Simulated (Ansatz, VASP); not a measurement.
# Two plane-wave programs on NaF

The input POSCAR:

```
NaF
1.0
    0.0000000000      2.2601836819      2.2601836819
    2.2601836819      0.0000000000      2.2601836819
    2.2601836819      2.2601836819      0.0000000000
Na F
1 1
Direct
    0.0000000000      0.0000000000      0.0000000000
    0.5000000000      0.5000000000      0.5000000000
```

The input INCAR.step1:

```
PREC = Accurate
ENCUT = 520
ISMEAR = 0
SIGMA = 0.01
LREAL = F
LASPH = T
NELM = 60
NBANDS = 14
GGA = PE
ALGO = Normal
EDIFF = 1E-4
LWAVE = T
LCHARG = F
```

File INCAR.step2:

```
PREC = Accurate
ENCUT = 520
EDIFF = 1E-6
ISMEAR = 0
SIGMA = 0.01
LREAL = F
LASPH = T
NELM = 60
ALGO = Normal
ISIF = 2
LWAVE = F
LCHARG = F
METAGGA = R2SCAN
LMIXTAU = T
NBANDS = 14
ISTART = 1
```

The input KPOINTS:

```
Automatic mesh
0
Gamma
  10 10 10
```

Input for Ansatz:

```yaml
crystal:
  lattice:
    - [0.0, 2.2601836819, 2.2601836819]
    - [2.2601836819, 0.0, 2.2601836819]
    - [2.2601836819, 2.2601836819, 0.0]
  atoms:
    - { symbol: Na, position: [0.0, 0.0, 0.0] }
    - { symbol: F, position: [0.5, 0.5, 0.5] }
kpoints:
  mp_grid: { grid: [10, 10, 10] }
  band_path:
    path:
      - [0.0, 0.0, 0.0]
      - [0.5, 0.0, 0.5]
      - [0.625, 0.25, 0.625]
      - [0.375, 0.375, 0.75]
      - [0.5, 0.5, 0.5]
      - [0.5, 0.25, 0.75]
    npoints: 1
hamiltonian:
  xc: r2scan
scf:
  occupations: { method: fixed }
  n_extra_bands: 4
output:
  forces: true
  stress: true
  eigenvalues: true
```

Change from the starting cell: hydrostatic strain -1.6%.

Alike in both runs: task single point; functional r2SCAN; k mesh 10 × 10 × 10; no spin polarisation.

|  | VASP | Ansatz |
| --- | --- | --- |
| version | VASP 6.6.1 | Ansatz 0.2.0 |
| potentials or method | VASP PAW PBE potentials, release 64 (Na_pv, F) | plane waves, PAW |
| plane-wave cutoff (eV) | 520 | 500 |
| occupations | gaussian, width 0.01 eV | fixed |
| valence electrons in the cell | 14 | 16 |

Ansatz gave:

```
gap on the k mesh at the Fermi level (eV) : 7.57
pressure (GPa)                            : 3.0
```

**Question.** Estimate VASP's values.

**Answer.** gap on the k mesh at the Fermi level (eV): 7.61; pressure (GPa): 2.3.

VASP's potentials were made for PBE, not for r2SCAN. VASP's potentials hold 14 valence electrons a cell and Ansatz's 16, so a difference there can come from the potentials and not from the codes.
